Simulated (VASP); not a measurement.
# Os3RuC3 (Pm-3m) in VASP: density of states with PBE

Aim: the density of states of Os3RuC3 with PBE.

All numbers are computed with VASP 6.6.1; they aren't measurements. Logs are shortened: lines on timing, memory, paths and dates and some standing lists are left out, and cuts for length are marked.

**1. The cell of the first run**

It takes space group Pm-3m (No. 221, cubic). Conventional cell: a = 4.250 Å, b = 4.250 Å, c = 4.250 Å, α = 90.00°, β = 90.00°, γ = 90.00°. Ru (site symmetry m-3m) has 6 C at 2.13 Å within 2.8 Å. Within 2.8 Å of Os (site symmetry 4/mmm) lie 4 C at 2.13 Å. C (site symmetry 4/mmm) has 2 Ru at 2.13 Å and 4 Os at 2.13 Å within 2.8 Å.

**2. Density of states, PBE, collinear spin, ferromagnetic start**

POSCAR

```
Os3RuC3
1.0
    4.2501949646      0.0000000000      0.0000000000
    0.0000000000      4.2501949646      0.0000000000
    0.0000000000      0.0000000000      4.2501949646
Ru Os C
1 3 3
Direct
    0.5000000000      0.5000000000      0.5000000000
    0.0000000000      0.5000000000      0.0000000000
    0.0000000000      0.0000000000      0.5000000000
    0.5000000000      0.0000000000      0.0000000000
    0.5000000000      0.0000000000      0.5000000000
    0.5000000000      0.5000000000      0.0000000000
    0.0000000000      0.5000000000      0.5000000000
```

INCAR.step1

```
  ALGO = Normal
  EDIFF = 1E-6
  ENCUT = 520
  GGA = PE
  ISIF = 2
  ISMEAR = 0
  ISPIN = 2
  LASPH = True
  LCHARG = True
  LMAXMIX = 4
  LREAL = False
  LWAVE = False
  MAGMOM = 0.57 0 0 0 0 0 0
  NBANDS = 38
  NELM = 150
  PREC = Accurate
  SIGMA = 0.1
```

KPOINTS.step1

```
k-points
0
Gamma
  10 10 10
```

INCAR.step2

```
  ALGO = Normal
  EDIFF = 1E-6
  ENCUT = 520
  GGA = PE
  ICHARG = 11
  ISIF = 2
  ISMEAR = -5
  ISPIN = 2
  LASPH = True
  LCHARG = False
  LMAXMIX = 4
  LORBIT = 11
  LREAL = False
  LWAVE = False
  MAGMOM = 0.57 0 0 0 0 0 0
  NBANDS = 38
  NEDOS = 2001
  NELM = 150
  PREC = Accurate
  SIGMA = 0.1
```

KPOINTS.step2

```
k-points
0
Gamma
  15 15 15
```

Potentials or basis: VASP PAW PBE potentials, release 64 (Ru_pv, Os, C).

Run with:

```console
cat potpaw_PBE.64/Ru_pv/POTCAR potpaw_PBE.64/Os/POTCAR potpaw_PBE.64/C/POTCAR > POTCAR
cp INCAR.step1 INCAR
cp KPOINTS.step1 KPOINTS
mpirun -np 1 vasp_std > vasp.out
cp INCAR.step2 INCAR
cp KPOINTS.step2 KPOINTS
mpirun -np 1 vasp_std > vasp.out
```

OUTCAR:

```text
EDIFF = 1E-6
   ENCUT = 520
   GGA = PE
   ICHARG = 11
   ISIF = 2
   ISMEAR = -5
   ISPIN = 2
   LASPH = True
   LORBIT = 11
   LREAL = False
   NELM = 150
   PREC = Accurate

 ion  position               nearest neighbor table
   1  0.500  0.500  0.500-   5 2.13   6 2.13   7 2.13   6 2.13   5 2.13   7 2.13   2 3.01   4 3.01
                             2 3.01   3 3.01   4 3.01   3 3.01   4 3.01   2 3.01   3 3.01   4 3.01
   2  0.000  0.500  0.000-   6 2.13   7 2.13   7 2.13   6 2.13   3 3.01   1 3.01   3 3.01   4 3.01
                             3 3.01   4 3.01   3 3.01   1 3.01   4 3.01   1 3.01   1 3.01   4 3.01
   3  0.000  0.000  0.500-   5 2.13   7 2.13   7 2.13   5 2.13   2 3.01   2 3.01   4 3.01   1 3.01
                             2 3.01   4 3.01   2 3.01   1 3.01   4 3.01   1 3.01   4 3.01   1 3.01
   4  0.500  0.000  0.000-   5 2.13   6 2.13   5 2.13   6 2.13   2 3.01   1 3.01   3 3.01   3 3.01
                             1 3.01   2 3.01   1 3.01   1 3.01   2 3.01   3 3.01   3 3.01   2 3.01
   5  0.500  0.000  0.500-   1 2.13   3 2.13   4 2.13   4 2.13   1 2.13   3 2.13
   6  0.500  0.500  0.000-   1 2.13   2 2.13   4 2.13   1 2.13   4 2.13   2 2.13
   7  0.000  0.500  0.500-   1 2.13   2 2.13   3 2.13   2 2.13   3 2.13   1 2.13

  LATTYP: Found a simple cubic cell.
 ALAT       =     4.2501949646

  Lattice vectors:

 A1 = (   4.2501949646,   0.0000000000,   0.0000000000)
 A2 = (   0.0000000000,   4.2501949646,   0.0000000000)
 A3 = (   0.0000000000,   0.0000000000,   4.2501949646)

Analysis of symmetry for initial positions (statically):
=====================================================================
 Subroutine PRICEL returns:
 Original cell was already a primitive cell.

 Routine SETGRP: Setting up the symmetry group for a
 simple cubic supercell.

 Subroutine GETGRP returns: Found 48 space group operations
 (whereof 48 operations were pure point group operations)
 out of a pool of 48 trial point group operations.

The static configuration has the point symmetry O_h .

Analysis of symmetry for dynamics (positions and initial velocities):
=====================================================================
 Subroutine PRICEL returns:
 Original cell was already a primitive cell.

 Routine SETGRP: Setting up the symmetry group for a
 simple cubic supercell.

 Subroutine GETGRP returns: Found 48 space group operations
 (whereof 48 operations were pure point group operations)
 out of a pool of 48 trial point group operations.

The dynamic configuration has the point symmetry O_h .

Analysis of structural, dynamic, and magnetic symmetry:
=====================================================================
 Subroutine PRICEL returns:
 Original cell was already a primitive cell.

 Routine SETGRP: Setting up the symmetry group for a
 simple cubic supercell.

 Subroutine GETGRP returns: Found 48 space group operations
 (whereof 48 operations were pure point group operations)
 out of a pool of 48 trial point group operations.

The overall configuration has the point symmetry O_h .

 Subroutine INISYM returns: Found 48 space group operations
 (whereof 48 operations are pure point group operations),
 and found     1 'primitive' translations

----------------------------------------------------------------------------------------

                                     Primitive cell

  volume of cell :      76.7762

  direct lattice vectors                    reciprocal lattice vectors
     4.250194965  0.000000000  0.000000000     0.235283324  0.000000000  0.000000000
     0.000000000  4.250194965  0.000000000     0.000000000  0.235283324  0.000000000
     0.000000000  0.000000000  4.250194965     0.000000000  0.000000000  0.235283324

  length of vectors
     4.250194965  4.250194965  4.250194965     0.235283324  0.235283324  0.235283324

  position of ions in fractional coordinates (direct lattice)
     0.500000000  0.500000000  0.500000000
     0.000000000  0.500000000  0.000000000
     0.000000000  0.000000000  0.500000000
     0.500000000  0.000000000  0.000000000
     0.500000000  0.000000000  0.500000000
     0.500000000  0.500000000  0.000000000
     0.000000000  0.500000000  0.500000000

  ion indices of the primitive-cell ions
   primitive index   ion index
                 1           1
[... 65 lines left out ...]
   dimension x,y,z NGX =    32 NGY =   32 NGZ =   32
   dimension x,y,z NGXF=    64 NGYF=   64 NGZF=   64
   ions per type =               1   3   3
   NGX,Y,Z   is equivalent  to a cutoff of  12.52, 12.52, 12.52 a.u.
   NGXF,Y,Z  is equivalent  to a cutoff of  25.03, 25.03, 25.03 a.u.
 SYSTEM =  unknown system
   PREC   = accura    normal or accurate (medium, high low for compatibility)
   ISTART =      0    job   : 0-new  1-cont  2-samecut
   ICHARG =     11    charge: 1-file 2-atom 10-const
   ISPIN  =      2    spin polarized calculation?
   LNONCOLLINEAR =      F non collinear calculations
   LSORBIT =      F    spin-orbit coupling
   LASPH  =      T    aspherical Exc in radial PAW
   ENCUT  =  520.0 eV  38.22 Ry    6.18 a.u.   7.90  7.90  7.90*2*pi/ulx,y,z
   NELM   =    150;   NELMIN=  2; NELMDL=  0     # of ELM steps
   EDIFF  = 0.1E-05   stopping-criterion for ELM
   LREAL  =      F    real-space projection
   EDIFFG = 0.1E-04   stopping-criterion for IOM
   NSW    =      0    number of steps for IOM
   IBRION =     -1    ionic relax: 0-MD 1-quasi-New 2-CG
   NFREE  =      0    steps in history (QN), initial steepest desc. (CG)
   ISIF   =      2    stress and relaxation
   ISYM   =      2    0-nonsym 1-usesym 2-fastsym
   POTIM  = 0.5000    time-step for ionic-motion
   TEBEG  =    0.0;   TEEND  =   0.0 temperature during run
   PSTRESS=    0.0 pullay stress
   NELECT =      50.0000    total number of electrons
   NUPDOWN=      -1.0000    fix difference up-down
   EMIN   =  10.00;   EMAX   =-10.00  energy-range for DOS
   EFERMI =   0.00;   METHOD = LEGACY
   ISMEAR =    -5;   SIGMA  =   0.10  broadening in eV -4-tet -1-fermi 0-gaus
   EFERMI_NEDOS =   21; number of points for ismear=-14 and -15
   IALGO  =     38    algorithm
   IMIX   =      4    mixing-type and parameters
     AMIX     =   0.40;   BMIX     =  1.00
     AMIX_MAG =   1.60;   BMIX_MAG =  1.00
  volume/ion in A,a.u.               =      10.97        74.02
  Fermi-wavevector in a.u.,A,eV,Ry     =   1.419023  2.681564 27.397033  2.013625
  Thomas-Fermi vector in A             =   2.540087
   LORBIT       =     11    0 simple, 1 ext, 2 COOP (PROOUT), +10 PAW based schemes
   GGA     = PE    functional components
   LHFCALC =     F    Hartree Fock is set to
   AEXX    =    0.0000 exact exchange contribution
   IVDW    =     0    specifies the selected vdW correction
   LEPSILON=     F    determine dielectric tensor
   LRPA    =     F    only Hartree local field effects (RPA)
 spin polarized calculation
 Fermi weights with tetrahedron method with Bloechl corrections
  energy-cutoff  :      520.00
  volume of cell :       76.78
 maximum number of plane-waves:      2103
 NGX is ok and might be reduce to    32

 number of electron      49.9999998 magnetization       0.0001009

 Free energy of the ion-electron system (eV)
  ---------------------------------------------------
  ext. energy  EPLUGINS =         0.00000000
  ---------------------------------------------------
  free energy    TOTEN  =       -63.21889244 eV

  energy without entropy =      -63.21889244  energy(sigma->0) =      -63.21889244

 E-fermi :   9.7122     XC(G=0): -13.5651

 val. band max:        9.7491649780   @ k =   0.4667   0.0667   0.0000
 cond. band min:       9.6011113288   @ k =   0.0000   0.0000   0.0000
 fundamental gap:     -0.1480536492
 Fermi energy:         9.7122287564

 spin component 1

 k-point     1 :       0.0000    0.0000    0.0000
  band No.  band energies     occupation
      1     -33.5114      1.00000
      2     -33.5114      1.00000
      3     -33.5114      1.00000
      4      -5.5114      1.00000
      5      -3.7295      1.00000
      6      -3.7295      1.00000
[... 949 lines left out ...]
     36      16.3830      0.00000
     37      17.4616      0.00000

 [... further k-points ...]

 spin component 2

 k-point     1 :       0.0000    0.0000    0.0000
  band No.  band energies     occupation
      1     -33.5113      1.00000
      2     -33.5113      1.00000
      3     -33.5113      1.00000
      4      -5.5114      1.00000
      5      -3.7295      1.00000
      6      -3.7295      1.00000
[... 949 lines left out ...]
     36      16.3830      0.00000
     37      17.4616      0.00000

 [... further k-points ...]

 [bands above 37 left out]

------------------------ aborting loop because EDIFF is reached ----------------------------------------

  FORCE on cell =-STRESS in cart. coord.  units (eV):
  Direction    XX          YY          ZZ          XY          YZ          ZX
  --------------------------------------------------------------------------------------
  -------------------------------------------------------------------------------------
  Total        0.8110934      0.8110934      0.8110934      0.0000000      0.0000000      0.0000000
  in kB       16.9260223     16.9260223     16.9260223      0.0000000      0.0000000      0.0000000
  external PRESSURE =      16.9260223 kB  Pullay stress =       0.0000000 kB

 VOLUME and BASIS-vectors are now :
 -----------------------------------------------------------------------------
  energy-cutoff  :      520.00
  volume of cell :       76.78
      direct lattice vectors                 reciprocal lattice vectors
     4.250194965  0.000000000  0.000000000     0.235283324  0.000000000  0.000000000
     0.000000000  4.250194965  0.000000000     0.000000000  0.235283324  0.000000000
     0.000000000  0.000000000  4.250194965     0.000000000  0.000000000  0.235283324

 POSITION                                       TOTAL-FORCE (eV/Angst)
 -----------------------------------------------------------------------------------
      2.12510      2.12510      2.12510         0.000000      0.000000      0.000000
      0.00000      2.12510      0.00000         0.000000      0.000000      0.000000
      0.00000      0.00000      2.12510         0.000000      0.000000      0.000000
      2.12510      0.00000      0.00000         0.000000      0.000000      0.000000
      2.12510      0.00000      2.12510         0.000000      0.000000      0.000000
      2.12510      2.12510      0.00000         0.000000      0.000000      0.000000
      0.00000      2.12510      2.12510         0.000000      0.000000      0.000000
 -----------------------------------------------------------------------------------
    total drift:                                0.000000      0.000000     -0.000000

  FREE ENERGIE OF THE ION-ELECTRON SYSTEM (eV)
  ---------------------------------------------------
  free  energy   TOTEN  =       -63.2188924428 eV

  energy  without entropy=      -63.2188924428  energy(sigma->0) =      -63.21889244

 total charge

# of ion       s       p       d       tot
------------------------------------------
    1        0.296   6.326   6.213  12.835
    2        0.541   0.696   6.055   7.291
    3        0.541   0.696   6.055   7.291
    4        0.541   0.696   6.055   7.291
    5        0.865   1.522   0.000   2.387
    6        0.865   1.522   0.000   2.387
    7        0.865   1.522   0.000   2.387
--------------------------------------------------
tot          4.513  12.977  24.378  41.869

 magnetization (x)

# of ion       s       p       d       tot
------------------------------------------
    1       -0.000   0.000   0.000   0.000
    2        0.000   0.000   0.000   0.000
    3        0.000   0.000   0.000   0.000
    4        0.000   0.000   0.000   0.000
    5       -0.000  -0.000   0.000  -0.000
    6       -0.000  -0.000   0.000  -0.000
    7       -0.000  -0.000   0.000  -0.000
--------------------------------------------------
tot          0.000   0.000   0.000   0.000
```

Run time: 4.1 min. Hardware: 1 thread of Intel Xeon 6975P-C (Granite Rapids), shared host; peak memory 0.57 GiB.

What came out:

| Item | Value |
| --- | --- |
| Net moment | 0.00 μB per cell |
| Valence electrons inside the program's atomic spheres | Ru 12.84; Os 7.29; C 2.39 |

Caveat: spin-orbit coupling is left out, which moves the levels of the heavy elements; tetrahedron occupations give inexact forces and stress in metals.
